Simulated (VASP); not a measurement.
# SrTiO3 (Imma) in VASP: further runs

The runs below take SrTiO3 through single point, with PBE.

All numbers are computed with VASP 6.6.1; they aren't measurements. Logs are shortened: lines on timing, memory, paths and dates and some standing lists are left out, and cuts for length are marked.

### 1 The cell of the first run

The structure is orthorhombic, space group Imma (No. 74). The conventional cell has a = 5.567 Å, b = 7.873 Å, c = 5.567 Å, α = 90.00°, β = 90.00°, γ = 90.00°. Sr (site symmetry 2/m) has 12 O at 2.78 Å and 8 Ti at 3.20 to 3.63 Å within 3.7 Å. Ti (site symmetry mm2) has 6 O at 1.79 to 2.16 Å within 2.4 Å. O (site symmetry 2/m) has 2 Ti at 2.16 Å and 4 Sr at 2.78 Å and 8 O at 2.78 Å within 2.9 Å. Within 2.4 Å of O (site symmetry 2/m) lie 2 Ti at 1.79 Å. O (site symmetry 2/m) has 2 Ti at 1.99 Å within 2.6 Å.

### 2 Single point, PBE (atoms displaced along a vibrational mode)

INCAR reads:

```
SYSTEM = SrTiO3
  PREC = Accurate
  ENCUT = 520
  EDIFF = 1E-7
  ISMEAR = 0
  SIGMA = 0.05
  LREAL = .FALSE.
  LASPH = .TRUE.
  NELM = 80
  ALGO = Normal
  ISIF = 2
  LWAVE = .FALSE.
  LCHARG = .FALSE.
  GGA = PE
  NBANDS = 51
```

KPOINTS reads:

```
regular mesh
0
G
  6 6 6
  0 0 0
```

POSCAR reads:

```
SrTiO3
1.0
   -3.9364035682      0.0000000000     -3.9364035682
    0.0000000000     -3.9364035682     -3.9364035682
   -3.9364035682     -3.9364035682      0.0000000000
Sr Ti O
2 2 6
Direct
    0.0000000000      0.0000000000      0.0000000000
    0.5000000000      0.5000000000      0.5000000000
    0.2500000000      0.2500000000      0.2971535824
    0.7500000000      0.7500000000      0.7028464176
    0.0000000000      0.5000000000      0.0000000000
    0.5000000000      0.0000000000      0.5000000000
    0.0000000000      0.5000000000      0.5000000000
    0.5000000000      0.0000000000      0.0000000000
    0.0000000000      0.0000000000      0.5000000000
    0.5000000000      0.5000000000      0.0000000000
```

Potentials or basis: VASP PAW PBE potentials, release 64 (Sr_sv, Ti_sv, O).

Launch:

```bash
cat potpaw_PBE.64/Sr_sv/POTCAR potpaw_PBE.64/Ti_sv/POTCAR potpaw_PBE.64/O/POTCAR > POTCAR
mpirun -np 1 vasp_std > vasp.out
```

OUTCAR:

```text
SYSTEM = SrTiO3
   PREC = Accurate
   ENCUT = 520
   EDIFF = 1E-7
   ISMEAR = 0
   LREAL = .FALSE.
   LASPH = .TRUE.
   NELM = 80
   ISIF = 2
   GGA = PE

 ion  position               nearest neighbor table
   1  0.000  0.000  0.000-   5 2.78   8 2.78   9 2.78   6 2.78   7 2.78   9 2.78   5 2.78   7 2.78
                            10 2.78   6 2.78   8 2.78  10 2.78   3 3.20   4 3.20   3 3.42   4 3.42
   2  0.500  0.500  0.500-   6 2.78   7 2.78  10 2.78   5 2.78   8 2.78  10 2.78   6 2.78   8 2.78
                             9 2.78   5 2.78   7 2.78   9 2.78   3 3.20   4 3.20   4 3.42   3 3.42
   3  0.250  0.250  0.297-   6 1.79   7 1.79   9 1.99  10 1.99   5 2.16   8 2.16   2 3.20   1 3.20
                             1 3.42   1 3.42   2 3.42   2 3.42   1 3.63   2 3.63
   4  0.750  0.750  0.703-   6 1.79   7 1.79   9 1.99  10 1.99   5 2.16   8 2.16   2 3.20   1 3.20
                             2 3.42   2 3.42   1 3.42   1 3.42   2 3.63   1 3.63
   5  0.000  0.500  0.000-   3 2.16   4 2.16   1 2.78   2 2.78   1 2.78   2 2.78
   6  0.500  0.000  0.500-   3 1.79   4 1.79   2 2.78   1 2.78   2 2.78   1 2.78
   7  0.000  0.500  0.500-   3 1.79   4 1.79   2 2.78   1 2.78   1 2.78   2 2.78
   8  0.500  0.000  0.000-   3 2.16   4 2.16   1 2.78   2 2.78   2 2.78   1 2.78
   9  0.000  0.000  0.500-   3 1.99   4 1.99   1 2.78   1 2.78   2 2.78   2 2.78
  10  0.500  0.500  0.000-   3 1.99   4 1.99   2 2.78   2 2.78   1 2.78   1 2.78

  LATTYP: Found a face centered cubic cell.
 ALAT       =     7.8728071364

  Lattice vectors:

 A1 = (  -3.9364035682,   0.0000000000,  -3.9364035682)
 A2 = (   0.0000000000,  -3.9364035682,  -3.9364035682)
 A3 = (  -3.9364035682,  -3.9364035682,   0.0000000000)

Analysis of symmetry for initial positions (statically):
=====================================================================
 Subroutine PRICEL returns:
 Original cell was already a primitive cell.

 Routine SETGRP: Setting up the symmetry group for a
 face centered cubic supercell.

 Subroutine GETGRP returns: Found  8 space group operations
 (whereof  4 operations were pure point group operations)
 out of a pool of 48 trial point group operations.

The static configuration has the point symmetry C_2h.
 The point group associated with its full space group is D_2h.

Analysis of symmetry for dynamics (positions and initial velocities):
=====================================================================
 Subroutine PRICEL returns:
 Original cell was already a primitive cell.

 Routine SETGRP: Setting up the symmetry group for a
 face centered cubic supercell.

 Subroutine GETGRP returns: Found  8 space group operations
 (whereof  4 operations were pure point group operations)
 out of a pool of 48 trial point group operations.

The dynamic configuration has the point symmetry C_2h.
 The point group associated with its full space group is D_2h.

 Subroutine INISYM returns: Found  8 space group operations
 (whereof  4 operations are pure point group operations),
 and found     1 'primitive' translations

----------------------------------------------------------------------------------------

                                     Primitive cell

  volume of cell :     121.9913

  direct lattice vectors                    reciprocal lattice vectors
    -3.936403568  0.000000000 -3.936403568    -0.127019497  0.127019497 -0.127019497
     0.000000000 -3.936403568 -3.936403568     0.127019497 -0.127019497 -0.127019497
    -3.936403568 -3.936403568  0.000000000    -0.127019497 -0.127019497  0.127019497

  length of vectors
     5.566915313  5.566915313  5.566915313     0.220004222  0.220004222  0.220004222

  position of ions in fractional coordinates (direct lattice)
     0.000000000  0.000000000  0.000000000
     0.500000000  0.500000000  0.500000000
     0.250000000  0.250000000  0.297153582
     0.750000000  0.750000000  0.702846418
     0.000000000  0.500000000  0.000000000
     0.500000000  0.000000000  0.500000000
     0.000000000  0.500000000  0.500000000
     0.500000000  0.000000000  0.000000000
     0.000000000  0.000000000  0.500000000
     0.500000000  0.500000000  0.000000000

  ion indices of the primitive-cell ions
   primitive index   ion index
                 1           1
                 2           2
                 3           3
                 4           4
                 5           5
                 6           6
                 7           7
                 8           8
                 9           9
                10          10

----------------------------------------------------------------------------------------

 KPOINTS: regular mesh

Automatic generation of k-mesh.
 Grid dimensions read from file:
 generate k-points for:    6    6    6

 Generating k-lattice:

  Cartesian coordinates                     Fractional coordinates (reciprocal lattice)
    -0.021169916  0.021169916 -0.021169916     0.166666667  0.000000000  0.000000000
     0.021169916 -0.021169916 -0.021169916     0.000000000  0.166666667  0.000000000
    -0.021169916 -0.021169916  0.021169916     0.000000000  0.000000000  0.166666667

  Length of vectors
     0.036667370  0.036667370  0.036667370

  Shift w.r.t. Gamma in fractional coordinates (k-lattice)
     0.000000000  0.000000000  0.000000000

 Subroutine IBZKPT returns following result:
 ===========================================

 Found     46 irreducible k-points:

 Following reciprocal coordinates:
            Coordinates               Weight
  0.000000  0.000000  0.000000      1.000000
  0.166667  0.000000  0.000000      4.000000
  0.000000  0.000000  0.166667      4.000000
  0.333333  0.000000  0.000000      4.000000
  0.000000  0.000000  0.333333      4.000000
  0.500000  0.000000  0.000000      2.000000
[... 16 lines left out ...]
  0.000000 -0.166667  0.166667      8.000000
  0.166667  0.166667  0.333333      2.000000
 [... further k-points ...]
   k-points           NKPTS =     46   k-points in BZ     NKDIM =     46   number of bands    NBANDS=     51
   number of dos      NEDOS =    301   number of ions     NIONS =     10
   total plane-waves  NPLWV =  74088
   dimension x,y,z NGX =    42 NGY =   42 NGZ =   42
   dimension x,y,z NGXF=    84 NGYF=   84 NGZF=   84
   ions per type =               2   2   6
   NGX,Y,Z   is equivalent  to a cutoff of  12.54, 12.54, 12.54 a.u.
   NGXF,Y,Z  is equivalent  to a cutoff of  25.09, 25.09, 25.09 a.u.
 SYSTEM =  SrTiO3
   PREC   = accura    normal or accurate (medium, high low for compatibility)
   ISTART =      0    job   : 0-new  1-cont  2-samecut
   ICHARG =      2    charge: 1-file 2-atom 10-const
   ISPIN  =      1    spin polarized calculation?
   LNONCOLLINEAR =      F non collinear calculations
   LSORBIT =      F    spin-orbit coupling
   LASPH  =      T    aspherical Exc in radial PAW
   ENCUT  =  520.0 eV  38.22 Ry    6.18 a.u.  10.35 10.35 10.35*2*pi/ulx,y,z
   NELM   =     80;   NELMIN=  2; NELMDL= -5     # of ELM steps
   EDIFF  = 0.1E-06   stopping-criterion for ELM
   LREAL  =      F    real-space projection
   EDIFFG = 0.1E-05   stopping-criterion for IOM
   NSW    =      0    number of steps for IOM
   IBRION =     -1    ionic relax: 0-MD 1-quasi-New 2-CG
   NFREE  =      0    steps in history (QN), initial steepest desc. (CG)
   ISIF   =      2    stress and relaxation
   ISYM   =      2    0-nonsym 1-usesym 2-fastsym
   POTIM  = 0.5000    time-step for ionic-motion
   TEBEG  =    0.0;   TEEND  =   0.0 temperature during run
   PSTRESS=    0.0 pullay stress
   NELECT =      80.0000    total number of electrons
   NUPDOWN=      -1.0000    fix difference up-down
   EMIN   =  10.00;   EMAX   =-10.00  energy-range for DOS
   EFERMI =   0.00;   METHOD = LEGACY
   ISMEAR =     0;   SIGMA  =   0.05  broadening in eV -4-tet -1-fermi 0-gaus
   EFERMI_NEDOS =   21; number of points for ismear=-14 and -15
   IALGO  =     38    algorithm
   IMIX   =      4    mixing-type and parameters
     AMIX     =   0.40;   BMIX     =  1.00
     AMIX_MAG =   1.60;   BMIX_MAG =  1.00
  volume/ion in A,a.u.               =      12.20        82.32
  Fermi-wavevector in a.u.,A,eV,Ry     =   1.422313  2.687782 27.524240  2.022975
  Thomas-Fermi vector in A             =   2.543030
   LORBIT       =      0    0 simple, 1 ext, 2 COOP (PROOUT), +10 PAW based schemes
   GGA     = PE    functional components
   LHFCALC =     F    Hartree Fock is set to
   AEXX    =    0.0000 exact exchange contribution
   IVDW    =     0    specifies the selected vdW correction
   LEPSILON=     F    determine dielectric tensor
   LRPA    =     F    only Hartree local field effects (RPA)
 non-spin polarized calculation
 Gauss-broadening in eV      SIGMA  =   0.05
  energy-cutoff  :      520.00
  volume of cell :      121.99
 maximum number of plane-waves:      3306
 NGX is ok and might be reduce to    42
   NGX = 21   NGY = 21   NGZ = 21

 number of electron      80.0000037 magnetization

 Free energy of the ion-electron system (eV)
  ---------------------------------------------------
  ext. energy  EPLUGINS =         0.00000000
  ---------------------------------------------------
  free energy    TOTEN  =       -78.06570844 eV

  energy without entropy =      -78.06570844  energy(sigma->0) =      -78.06570844

 E-fermi :   5.3899     XC(G=0): -11.1397

 val. band max:        5.1503692136   @ k =   0.0000   0.0000   0.0000
 cond. band min:       5.6004655699   @ k =   0.0000   0.0000   0.0000
 fundamental gap:      0.4500963563
 Fermi energy:         5.3899474131

 k-point     1 :       0.0000    0.0000    0.0000
  band No.  band energies     occupation
      1     -52.6585      2.00000
      2     -52.6509      2.00000
      3     -29.1522      2.00000
      4     -29.0431      2.00000
      5     -29.0129      2.00000
      6     -28.9224      2.00000
[... 43 lines left out ...]
     50       9.2369      0.00000
     51       9.6548      0.00000
[... 1240 lines left out ...]
     50      10.0939      0.00000
     51      10.6806      0.00000

 [... further k-points ...]

------------------------ aborting loop because EDIFF is reached ----------------------------------------

  FORCE on cell =-STRESS in cart. coord.  units (eV):
  Direction    XX          YY          ZZ          XY          YZ          ZX
  --------------------------------------------------------------------------------------
  -------------------------------------------------------------------------------------
  Total        7.2688067      7.2688067     -1.0713071     -2.9155174      0.0000000     -0.0000000
  in kB       95.4651487     95.4651487    -14.0700523    -38.2910581      0.0000000     -0.0000000
  external PRESSURE =      58.9534150 kB  Pullay stress =       0.0000000 kB

 VOLUME and BASIS-vectors are now :
 -----------------------------------------------------------------------------
  energy-cutoff  :      520.00
  volume of cell :      121.99
      direct lattice vectors                 reciprocal lattice vectors
    -3.936403568  0.000000000 -3.936403568    -0.127019497  0.127019497 -0.127019497
     0.000000000 -3.936403568 -3.936403568     0.127019497 -0.127019497 -0.127019497
    -3.936403568 -3.936403568  0.000000000    -0.127019497 -0.127019497  0.127019497

 POSITION                                       TOTAL-FORCE (eV/Angst)
 -----------------------------------------------------------------------------------
      0.00000      0.00000      0.00000        -0.000000      0.000000      0.000000
     -3.93640     -3.93640     -3.93640        -0.000000     -0.000000      0.000000
     -2.15382     -2.15382     -1.96820         5.846724      5.846724     -0.000000
     -5.71899     -5.71899     -5.90461        -5.846724     -5.846724      0.000000
      0.00000     -1.96820     -1.96820        -0.000000     -0.000000      0.000000
     -3.93640     -1.96820     -1.96820        -0.000000     -0.000000      0.000000
     -1.96820     -3.93640     -1.96820        -0.000000     -0.000000      0.000000
     -1.96820      0.00000     -1.96820        -0.000000     -0.000000      0.000000
     -1.96820     -1.96820      0.00000        -0.000000      0.000000      0.000000
     -1.96820     -1.96820     -3.93640        -0.000000     -0.000000      0.000000
 -----------------------------------------------------------------------------------
    total drift:                                0.000000      0.000000     -0.000000

  FREE ENERGIE OF THE ION-ELECTRON SYSTEM (eV)
  ---------------------------------------------------
  free  energy   TOTEN  =       -78.0657084414 eV

  energy  without entropy=      -78.0657084414  energy(sigma->0) =      -78.06570844
```

Run time: 4.9 min. Hardware: 1 thread of Intel Xeon 6975P-C (Granite Rapids), shared host; peak memory 0.4 GiB.

What came out:

| Property | Result |
| --- | --- |
| Free energy | -78.0657 eV |
| Pressure | 5.9 GPa |
| Largest force | 8.269 eV/Å |
| Band gap on the k mesh | 0.45 eV |

Forces on the atoms (eV/Å):
```
Sr   0.000  0.000  0.000
Sr   0.000  0.000  0.000
Ti   5.847  5.847  0.000
Ti  -5.847 -5.847  0.000
O    0.000  0.000  0.000
O    0.000  0.000  0.000
O    0.000  0.000  0.000
O    0.000  0.000  0.000
O    0.000  0.000  0.000
O    0.000  0.000  0.000
```

Caveat: the cell differs from its parent crystal (atoms displaced along a vibrational mode); the stress differs along the axes, from -1 to 10 GPa; semilocal functionals underestimate gaps, and a narrow one can read as zero; forces of over 1 eV/Å act on the atoms, so gaps and moduli don't describe the material at rest. A k mesh can miss the band edges.

(Continued in part 2 of 2.)
